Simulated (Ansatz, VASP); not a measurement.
## Ge in VASP and in Ansatz

Contents of INCAR:

```
SYSTEM = Ge
PREC = Accurate ; ENCUT = 520
EDIFF = 1E-6 ; ISMEAR = -1
SIGMA = 0.05 ; LREAL = .FALSE.
LASPH = .TRUE. ; NELM = 80
ALGO = Normal ; ISIF = 2
LWAVE = .FALSE. ; LCHARG = .FALSE.
GGA = CA ; NBANDS = 36
```

The input KPOINTS:

```
regular mesh
0
G
  7 7 7
  0 0 0
```

File POSCAR:

```
Ge
1.0
    0.0000000000      2.9423375062      5.2159976292
    2.6820884705      0.0000000000      5.2159976292
    2.6820884705      2.9423375062      0.0000000000
Ge
4
Direct
    0.7264900000      0.2735100000      0.7264900000
    0.2735100000      0.7264900000      0.2735100000
    0.2181330000      0.2181330000      0.7818670000
    0.7818670000      0.7818670000      0.2181330000
```

The input input.yaml:

```yaml
crystal:
  lattice:
    - [0.0, 2.9423375062, 5.2159976292]
    - [2.6820884705, 0.0, 5.2159976292]
    - [2.6820884705, 2.9423375062, 0.0]
  atoms:
    - { symbol: Ge, position: [0.72649, 0.27351, 0.72649] }
    - { symbol: Ge, position: [0.27351, 0.72649, 0.27351] }
    - { symbol: Ge, position: [0.218133, 0.218133, 0.781867] }
    - { symbol: Ge, position: [0.781867, 0.781867, 0.218133] }
hamiltonian:
  xc: lda
  pseudopotentials: { kind: paw }
kpoints:
  mp_grid: { grid: [7, 7, 7] }
scf:
  occupations: { method: fermi_dirac, width: 0.05 }
output:
  forces: true
  stress: true
  eigenvalues: true
  write_density: true
  write_potential: true
  elf: true
  volumetric_format: npy
```

Alike in both runs: task single point; functional LDA; k mesh 7 × 7 × 7; occupations fermi-dirac, width 0.05 eV; no spin polarisation.

|  | VASP | Ansatz |
| --- | --- | --- |
| version | VASP 6.6.1 | Ansatz 0.2.0 |
| potentials or method | VASP PAW LDA potentials, release 64 (Ge_d) | Ansatz PAW |
| plane-wave cutoff (eV) | 520 | 420 |
| valence electrons in the cell | 56 | 56 |

|  | VASP | Ansatz | Ansatz less VASP |
| --- | --- | --- | --- |
| gap on the k mesh at the Fermi level (eV) | none | none | - |
| pressure (GPa) | -8.2 | -8.1 | +0.13 |
| traceless stress, the component that is largest in VASP (GPa) | -0.80 | -0.81 | -0.010 |
| rms of the force components (eV/Å) | 0.021 | 0.021 | +0.0002 |

LDA's correlation is that of Perdew and Zunger in VASP and of Perdew and Wang (1992) in Ansatz. Atom by atom the forces differ by 0.000 eV/Å (rms over components). A gap of «none» marks a metal or a gap that the smearing closes.
